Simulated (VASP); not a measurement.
# Sn: relaxation of cell and atoms with LDA

Crystal: Sn.

```xyz
2
Lattice="0.0000 3.2850 3.2850 3.2850 0.0000 3.2850 3.2850 3.2850 0.0000" Properties=species:S:1:pos:R:3 pbc="T T T"
Sn    3.2850    3.2850    3.2850
Sn    4.9275    4.9275    4.9275
```

This isn't the form of Sn at room conditions, which is tetragonal (white tin).

```json
{"Program": "VASP 6.6.1", "Task": "relaxation of cell and atoms", "Functional": "LDA", "Potentials or basis": "VASP PAW LDA potentials, release 64 (Sn_d)", "Cutoff": "600 eV", "k mesh": "12 × 12 × 12", "Occupations": "gaussian, width 0.1 eV", "Spin": "no spin polarisation", "Dipole correction": "no", "Further INCAR settings": "ALGO = Fast; EDIFF = 1e-07; IBRION = 2; EDIFFG = -0.002; NSW = 100; ISIF = 3"}
```

* Relaxed volume: 33.95 Å³/atom
* Relaxed cell: a = 4.579 Å, b = 4.579 Å, c = 4.579 Å, α = 60.00°, β = 60.00°, γ = 60.00°
* Space group after relaxing (to 0.1 Å): Fd-3m (No. 227)
* Energy gained by relaxing: 8.5 meV/atom
* Ionic steps: 3
* Pressure after relaxing: 0.0 GPa
* Band gap on the k mesh: zero (bands 14 and 15 overlap by 0.17 eV)

Step by step:
```tsv
step	energy change (eV)	largest force (eV/Å)	pressure (GPa)	volume (Å³)
1	0.0000	0.0000	-1.74	70.90
2	-0.0154	0.0000	0.61	67.02
3	-0.0170	0.0000	0.01	67.90
```

Final structure:
```
CELL_PARAMETERS angstrom
0.00000 3.23796 3.23796
3.23796 0.00000 3.23796
3.23796 3.23796 0.00000
ATOMIC_POSITIONS crystal
Sn 0.50000 0.50000 0.50000
Sn 0.75000 0.75000 0.75000
```

Levels at points of the mesh, in eV from the Fermi level:
```tsv
k point	band 12	band 13	band 14	band 15	band 16	band 17
(0.00, 0.00, 0.00)	-0.74	0.10	0.10	0.10	2.16	2.16
(0.50, 0.00, 0.00)	-6.35	-1.11	-1.11	-0.07	3.24	3.24
(0.50, 0.50, 0.00)	-7.56	-2.47	-2.47	0.77	0.77	7.71
```

It took 12 min on 1 thread of Intel Xeon 8259CL, on a shared host, peak memory 0.25 GiB.

Caveat: spin-orbit coupling is left out, which moves the levels of the heavy elements.
